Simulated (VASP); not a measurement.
## TePbS4: single point with PBE

Crystal: TePbS4.

```
Te Pb S
1.0
     7.74784    0.00000    0.00000
     0.00000    4.32207    2.40246
     0.00000   -4.32207    2.40246
Te Pb S
1 1 4
Direct
  0.50000 0.17318 0.17318
  0.00000 0.41382 0.41382
  0.75126 0.95788 0.38443
  0.24874 0.38443 0.95788
  0.75126 0.38443 0.95788
  0.24874 0.95788 0.38443
```

| Property | Result |
| --- | --- |
| Program | VASP 6.6.1 |
| Task | single point |
| Functional | PBE |
| Potentials or basis | VASP PAW PBE potentials, release 64 (Te, Pb_d, S) |
| Cutoff | 500 eV |
| k mesh | 2 × 4 × 4 |
| Occupations | gaussian, width 0.1 eV |
| Spin | no spin polarisation |
| Dipole correction | no |
| Further INCAR settings | ALGO = Normal; EDIFF = 1e-06; NBANDS = 31 |

The pressure is -0.1 GPa. The largest force is 0.016 eV/Å. The band gap on the k mesh is zero (band 22 reaches 4.43 eV, above the bottom of band 23 at 4.27 eV).

Forces in eV/Å, atoms in the order of the input:
```
Te   0.000  0.000 -0.007
Pb   0.000  0.000 -0.016
S   -0.008  0.007  0.006
S    0.008 -0.007  0.006
S   -0.008 -0.007  0.006
S    0.008  0.007  0.006
```

Stress tensor (GPa, compression positive):
```
-0.20  0.00  0.00
 0.00 -0.12  0.00
 0.00  0.00 -0.03
```

Levels at points of the mesh, in eV from the Fermi level:
```
           k point  band 18  band 19  band 20  band 21  band 22  band 23  band 24  band 25  band 26  band 27
(0.00, 0.00, 0.00)    -2.52    -2.40    -1.65    -1.06    -0.29     1.36     2.28     2.53     2.87     3.16
(0.50, 0.00, 0.00)    -1.93    -1.75    -1.18    -1.15    -1.00     1.35     2.03     2.23     2.97     3.12
(0.00, 0.50, 0.00)    -2.15    -1.66    -0.86    -0.33    -0.10     0.00     0.22     1.30     2.60     2.61
(0.50, 0.50, 0.00)    -1.83    -1.40    -0.59    -0.31    -0.06    -0.06     0.13     1.53     2.15     2.41
(0.00, 0.50, 0.50)    -1.61    -1.59    -1.10    -0.79    -0.49     0.92     2.54     2.61     3.03     3.15
(0.50, 0.50, 0.50)    -1.15    -1.10    -0.92    -0.48    -0.05     2.17     2.52     2.54     2.89     3.86
```

It took 43 s on 1 thread of Intel(R) Xeon(R) Platinum 8488C (Sapphire Rapids) (shared host), peak memory 0.29 GiB.

Caveat: the k points lie up to 0.41 Å⁻¹ apart; spin-orbit coupling is left out, which moves the levels of the heavy elements.
